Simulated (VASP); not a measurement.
Ho2O, 3 atoms in the cell. Symmetry: Fm-3m, No. 225, cubic system. Conventional cell: a = 6.038 Å, b = 6.038 Å, c = 6.038 Å, α = 90.00°, β = 90.00°, γ = 90.00°. Ho (site symmetry -43m) has 4 O at 2.61 Å and 6 Ho at 3.02 Å within 3.4 Å. O (site symmetry m-3m) has 8 Ho at 2.61 Å within 3.4 Å. The cell was generated, and may not be a known phase.

```yaml
Program: VASP 6.6.1
Task: single point
Functional: PBE
Potentials_or_basis: VASP PAW PBE potentials, release 64 (Ho_3, O), 4f in core
Cutoff: 600 eV
k_mesh: 6 × 6 × 6
Occupations: gaussian, width 0.2 eV
Spin: no spin polarisation
Dipole_correction: no
Further_INCAR_settings: ALGO = Normal; EDIFF = 1e-06; NBANDS = 19
```

Potentials or basis: VASP PAW PBE potentials, release 64 (Ho_3, O), 4f in core.

Run with:

```console
$ cat potpaw_PBE.64/Ho_3/POTCAR potpaw_PBE.64/O/POTCAR > POTCAR
$ mpirun -np 1 vasp_std > vasp.out
```

Hardware: 1 thread of Intel Xeon 8259CL, on a shared host.

How long does it take, and how much memory?

Run time: 38 s on 1 thread of Intel Xeon 8259CL, on a shared host, peak memory 0.21 GiB. Counts: scf iterations 13, k points 16.
